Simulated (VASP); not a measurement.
# Ti2TeS (Pmma) in VASP: single point with PBE

Aim: the single point of Ti2TeS with PBE.

Everything below comes from runs of VASP 6.6.1. Logs are shortened: lines on timing, memory, paths and dates and some standing lists are left out, and cuts for length are marked.

### Step 1. The cell of the first run

The structure is orthorhombic, space group Pmma (No. 51). Conventional cell: a = 5.682 Å, b = 4.422 Å, c = 7.183 Å, α = 90.00°, β = 90.00°, γ = 90.00°. Within 3.3 Å of Ti (site symmetry 2/m) lie 2 S at 2.50 Å and 6 Ti at 2.84 to 2.91 Å and 4 Te at 3.05 Å. Ti (site symmetry mm2) has 2 S at 2.36 Å and 3 Te at 2.79 to 2.86 Å and 4 Ti at 2.91 Å within 3.1 Å. Te (site symmetry mm2) has 7 Ti at 2.79 to 3.05 Å and 4 S at 3.64 Å within 3.7 Å. Within 3.1 Å of S (site symmetry mm2) lie 4 Ti at 2.36 to 2.50 Å.

The cell was generated, and may not be a known phase.

### Step 2. Single point, PBE, collinear spin

File INCAR:

```
ALGO = Normal
EDIFF = 1E-6
ENCUT = 500
GGA = PE
GGA_COMPAT = F
ISIF = 2
ISMEAR = 0
ISPIN = 2
LASPH = T
LCHARG = F
LMAXMIX = 4
LORBIT = 11
LREAL = F
LWAVE = F
MAGMOM = 1 1 1 1 0 0 0 0
NBANDS = 50
NELM = 200
PREC = Accurate
SIGMA = 0.15
```

File KPOINTS:

```
k-points
0
Gamma
  2 3 2
```

File POSCAR:

```
Ti2TeS
1.0
    5.6819955918      0.0000000000      0.0000000000
    0.0000000000      4.4224483148      0.0000000000
    0.0000000000      0.0000000000      7.1830149337
Ti Te S
4 2 2
Direct
    0.5000000000      0.0000000000      0.0000000000
    0.0000000000      0.0000000000      0.0000000000
    0.2500000000      0.5000000000      0.1723180689
    0.7500000000      0.5000000000      0.8276819311
    0.2500000000      0.5000000000      0.7844251028
    0.7500000000      0.5000000000      0.2155748972
    0.2500000000      0.0000000000      0.2860999067
    0.7500000000      0.0000000000      0.7139000933
```

Potentials or basis: VASP PAW PBE potentials, release 64 (Ti_sv, Te, S).

Run with:

```sh
$ cat potpaw_PBE.64/Ti_sv/POTCAR potpaw_PBE.64/Te/POTCAR potpaw_PBE.64/S/POTCAR > POTCAR
$ mpirun -np 1 vasp_std > vasp.out
```

OUTCAR:

```text
EDIFF = 1E-6
   ENCUT = 500
   GGA = PE
   ISIF = 2
   ISMEAR = 0
   ISPIN = 2
   LASPH = T
   LORBIT = 11
   LREAL = F
   NELM = 200
   PREC = Accurate

 ion  position               nearest neighbor table
   1  0.500  0.000  0.000-   7 2.50   8 2.50   2 2.84   2 2.84   4 2.91   3 2.91   4 2.91   3 2.91
                             6 3.05   5 3.05   6 3.05   5 3.05
   2  0.000  0.000  0.000-   7 2.50   8 2.50   1 2.84   1 2.84   4 2.91   3 2.91   4 2.91   3 2.91
                             6 3.05   5 3.05   6 3.05   5 3.05
   3  0.250  0.500  0.172-   7 2.36   7 2.36   5 2.79   6 2.86   6 2.86   1 2.91   2 2.91   2 2.91
                             1 2.91
   4  0.750  0.500  0.828-   8 2.36   8 2.36   6 2.79   5 2.86   5 2.86   1 2.91   2 2.91   2 2.91
                             1 2.91
   5  0.250  0.500  0.784-   3 2.79   4 2.86   4 2.86   2 3.05   1 3.05   2 3.05   1 3.05
   6  0.750  0.500  0.216-   4 2.79   3 2.86   3 2.86   2 3.05   1 3.05   2 3.05   1 3.05
   7  0.250  0.000  0.286-   3 2.36   3 2.36   1 2.50   2 2.50
   8  0.750  0.000  0.714-   4 2.36   4 2.36   1 2.50   2 2.50

  LATTYP: Found a simple orthorhombic cell.
 ALAT       =     4.4224483148
 B/A-ratio  =     1.2848076874
 C/A-ratio  =     1.6242168189

  Lattice vectors:

 A1 = (   0.0000000000,  -4.4224483148,   0.0000000000)
 A2 = (   5.6819955918,   0.0000000000,   0.0000000000)
 A3 = (   0.0000000000,   0.0000000000,   7.1830149337)

Analysis of symmetry for initial positions (statically):
=====================================================================
 Subroutine PRICEL returns:
 Original cell was already a primitive cell.

 Routine SETGRP: Setting up the symmetry group for a
 simple orthorhombic supercell.

 Subroutine GETGRP returns: Found  8 space group operations
 (whereof  4 operations were pure point group operations)
 out of a pool of  8 trial point group operations.

The static configuration has the point symmetry C_2h.
 The point group associated with its full space group is D_2h.

Analysis of symmetry for dynamics (positions and initial velocities):
=====================================================================
 Subroutine PRICEL returns:
 Original cell was already a primitive cell.

 Routine SETGRP: Setting up the symmetry group for a
 simple orthorhombic supercell.

 Subroutine GETGRP returns: Found  8 space group operations
 (whereof  4 operations were pure point group operations)
 out of a pool of  8 trial point group operations.

The dynamic configuration has the point symmetry C_2h.
 The point group associated with its full space group is D_2h.

Analysis of structural, dynamic, and magnetic symmetry:
=====================================================================
 Subroutine PRICEL returns:
 Original cell was already a primitive cell.

 Routine SETGRP: Setting up the symmetry group for a
 simple orthorhombic supercell.

 Subroutine GETGRP returns: Found  8 space group operations
 (whereof  4 operations were pure point group operations)
 out of a pool of  8 trial point group operations.

The overall configuration has the point symmetry C_2h.
 The point group associated with its full space group is D_2h.

 Subroutine INISYM returns: Found  8 space group operations
 (whereof  4 operations are pure point group operations),
 and found     1 'primitive' translations

----------------------------------------------------------------------------------------

                                     Primitive cell

  volume of cell :     180.4972

  direct lattice vectors                    reciprocal lattice vectors
     5.681995592  0.000000000  0.000000000     0.175994505  0.000000000  0.000000000
     0.000000000  4.422448315  0.000000000     0.000000000  0.226119093  0.000000000
     0.000000000  0.000000000  7.183014934     0.000000000  0.000000000  0.139217308

  length of vectors
     5.681995592  4.422448315  7.183014934     0.175994505  0.226119093  0.139217308

  position of ions in fractional coordinates (direct lattice)
     0.500000000  0.000000000  0.000000000
     0.000000000  0.000000000  0.000000000
     0.250000000  0.500000000  0.172318069
     0.750000000  0.500000000  0.827681931
     0.250000000  0.500000000  0.784425103
     0.750000000  0.500000000  0.215574897
     0.250000000  0.000000000  0.286099907
     0.750000000  0.000000000  0.713900093

  ion indices of the primitive-cell ions
[... 53 lines left out ...]
   NGXF,Y,Z  is equivalent  to a cutoff of  24.58, 24.06, 25.00 a.u.
 SYSTEM =  unknown system
   PREC   = accura    normal or accurate (medium, high low for compatibility)
   ISTART =      0    job   : 0-new  1-cont  2-samecut
   ICHARG =      2    charge: 1-file 2-atom 10-const
   ISPIN  =      2    spin polarized calculation?
   LNONCOLLINEAR =      F non collinear calculations
   LSORBIT =      F    spin-orbit coupling
   LASPH  =      T    aspherical Exc in radial PAW
   ENCUT  =  500.0 eV  36.75 Ry    6.06 a.u.  10.36  8.06 13.10*2*pi/ulx,y,z
   NELM   =    200;   NELMIN=  2; NELMDL= -5     # of ELM steps
   EDIFF  = 0.1E-05   stopping-criterion for ELM
   LREAL  =      F    real-space projection
   EDIFFG = 0.1E-04   stopping-criterion for IOM
   NSW    =      0    number of steps for IOM
   IBRION =     -1    ionic relax: 0-MD 1-quasi-New 2-CG
   NFREE  =      0    steps in history (QN), initial steepest desc. (CG)
   ISIF   =      2    stress and relaxation
   ISYM   =      2    0-nonsym 1-usesym 2-fastsym
   POTIM  = 0.5000    time-step for ionic-motion
   TEBEG  =    0.0;   TEEND  =   0.0 temperature during run
   PSTRESS=    0.0 pullay stress
   NELECT =      72.0000    total number of electrons
   NUPDOWN=      -1.0000    fix difference up-down
   EMIN   =  10.00;   EMAX   =-10.00  energy-range for DOS
   EFERMI =   0.00;   METHOD = LEGACY
   ISMEAR =     0;   SIGMA  =   0.15  broadening in eV -4-tet -1-fermi 0-gaus
   EFERMI_NEDOS =   21; number of points for ismear=-14 and -15
   IALGO  =     38    algorithm
   IMIX   =      4    mixing-type and parameters
     AMIX     =   0.40;   BMIX     =  1.00
     AMIX_MAG =   1.60;   BMIX_MAG =  1.00
  volume/ion in A,a.u.               =      22.56       152.26
  Fermi-wavevector in a.u.,A,eV,Ry     =   1.205116  2.277339 19.759803  1.452305
  Thomas-Fermi vector in A             =   2.340822
   LORBIT       =     11    0 simple, 1 ext, 2 COOP (PROOUT), +10 PAW based schemes
   GGA     = PE    functional components
   LHFCALC =     F    Hartree Fock is set to
   AEXX    =    0.0000 exact exchange contribution
   IVDW    =     0    specifies the selected vdW correction
   LEPSILON=     F    determine dielectric tensor
   LRPA    =     F    only Hartree local field effects (RPA)
 spin polarized calculation
 Gauss-broadening in eV      SIGMA  =   0.15
  energy-cutoff  :      500.00
  volume of cell :      180.50
 maximum number of plane-waves:      4603
 NGX is ok and might be reduce to    42
   NGX = 21   NGY = 17   NGZ = 27

 number of electron      72.0000009 magnetization       0.5253405

 Free energy of the ion-electron system (eV)
  ---------------------------------------------------
  ext. energy  EPLUGINS =         0.00000000
  ---------------------------------------------------
  free energy    TOTEN  =       -52.91811106 eV

  energy without entropy =      -52.86012826  energy(sigma->0) =      -52.88911966

 E-fermi :   6.8734     XC(G=0):  -9.8022

 val. band max:        6.8491661384   @ k =   0.5000   0.0000   0.5000
 cond. band min:       6.8835263665   @ k =   0.0000   0.0000   0.5000
 fundamental gap:      0.0343602281
 Fermi energy:         6.8734384154

 spin component 1

 k-point     1 :       0.0000    0.0000    0.0000
  band No.  band energies     occupation
      1     -50.4023      1.00000
      2     -50.3921      1.00000
      3     -50.1821      1.00000
      4     -50.1360      1.00000
      5     -26.8383      1.00000
      6     -26.8260      1.00000
[... 397 lines left out ...]
     47       9.1673      0.00000
     48       9.1673      0.00000
 Fermi energy:         6.8734384154

 spin component 2

 k-point     1 :       0.0000    0.0000    0.0000
  band No.  band energies     occupation
      1     -50.3858      1.00000
      2     -50.3791      1.00000
      3     -50.0226      1.00000
      4     -49.9730      1.00000
      5     -26.8007      1.00000
      6     -26.7935      1.00000
[... 397 lines left out ...]
     47       9.2640      0.00000
     48       9.2640      0.00000
 [bands above 48 left out]

------------------------ aborting loop because EDIFF is reached ----------------------------------------

  FORCE on cell =-STRESS in cart. coord.  units (eV):
  Direction    XX          YY          ZZ          XY          YZ          ZX
  --------------------------------------------------------------------------------------
  -------------------------------------------------------------------------------------
  Total       -0.3031841      0.2928707      0.1908754      0.0000000      0.0000000     -0.0000000
  in kB       -2.6912040      2.5996569      1.6942991      0.0000000      0.0000000     -0.0000000
  external PRESSURE =       0.5342507 kB  Pullay stress =       0.0000000 kB

 VOLUME and BASIS-vectors are now :
 -----------------------------------------------------------------------------
  energy-cutoff  :      500.00
  volume of cell :      180.50
      direct lattice vectors                 reciprocal lattice vectors
     5.681995592  0.000000000  0.000000000     0.175994505  0.000000000  0.000000000
     0.000000000  4.422448315  0.000000000     0.000000000  0.226119093  0.000000000
     0.000000000  0.000000000  7.183014934     0.000000000  0.000000000  0.139217308

 POSITION                                       TOTAL-FORCE (eV/Angst)
 -----------------------------------------------------------------------------------
      2.84100      0.00000      0.00000         0.000000     -0.000000      0.000000
      0.00000      0.00000      0.00000         0.000000     -0.000000      0.000000
      1.42050      2.21122      1.23776        -0.000000     -0.000000     -0.038063
      4.26150      2.21122      5.94525         0.000000     -0.000000      0.038063
      1.42050      2.21122      5.63454         0.000000      0.000000      0.003451
      4.26150      2.21122      1.54848         0.000000     -0.000000     -0.003451
      1.42050      0.00000      2.05506         0.000000     -0.000000      0.038412
      4.26150      0.00000      5.12796         0.000000     -0.000000     -0.038412
 -----------------------------------------------------------------------------------
    total drift:                               -0.000000      0.000000     -0.000000

  FREE ENERGIE OF THE ION-ELECTRON SYSTEM (eV)
  ---------------------------------------------------
  free  energy   TOTEN  =       -52.9181110582 eV

  energy  without entropy=      -52.8601282619  energy(sigma->0) =      -52.88911966

 total charge

# of ion       s       p       d       tot
------------------------------------------
    1        2.167   6.106   2.018  10.291
    2        2.167   6.106   2.018  10.291
    3        2.165   6.133   2.019  10.317
    4        2.165   6.133   2.019  10.317
    5        1.360   2.010   0.053   3.423
    6        1.360   2.010   0.053   3.423
    7        1.337   2.416   0.000   3.753
    8        1.337   2.416   0.000   3.753
--------------------------------------------------
tot         14.058  33.331   8.179  55.567

 magnetization (x)

# of ion       s       p       d       tot
------------------------------------------
    1        0.003   0.005   0.171   0.179
    2        0.003   0.005   0.171   0.179
    3       -0.000   0.002   0.014   0.016
    4       -0.000   0.002   0.014   0.016
    5        0.001  -0.005   0.001  -0.003
    6        0.001  -0.005   0.001  -0.003
    7       -0.000  -0.001   0.000  -0.001
    8       -0.000  -0.001   0.000  -0.001
--------------------------------------------------
tot          0.007   0.001   0.374   0.382
```

Run time: 4 min. Hardware: 1 thread of Oxide Virtual Turin-like, shared host; peak memory 0.33 GiB.

Results:

```
Free energy                                           : -52.9181 eV
Pressure                                              : 0.1 GPa
Largest force                                         : 0.038 eV/Å
Net moment                                            : 0.53 μB per cell
Site moments                                          : Ti +0.18, +0.02 (each value once); Te -0.00; S -0.00 μB
Valence electrons inside the program's atomic spheres : Ti 10.29, 10.32 (each value once); Te 3.42; S 3.75
```

Forces in eV/Å, atoms in the order of the input:
```
Ti   0.000  0.000  0.000
Ti   0.000  0.000  0.000
Ti   0.000  0.000 -0.038
Ti   0.000  0.000  0.038
Te   0.000  0.000  0.003
Te   0.000  0.000 -0.003
S    0.000  0.000  0.038
S    0.000  0.000 -0.038
```

Caveat: the k points lie up to 0.55 Å⁻¹ apart; a moment this small can come from the mesh or the smearing; spin-orbit coupling is left out, which moves the levels of the heavy elements.
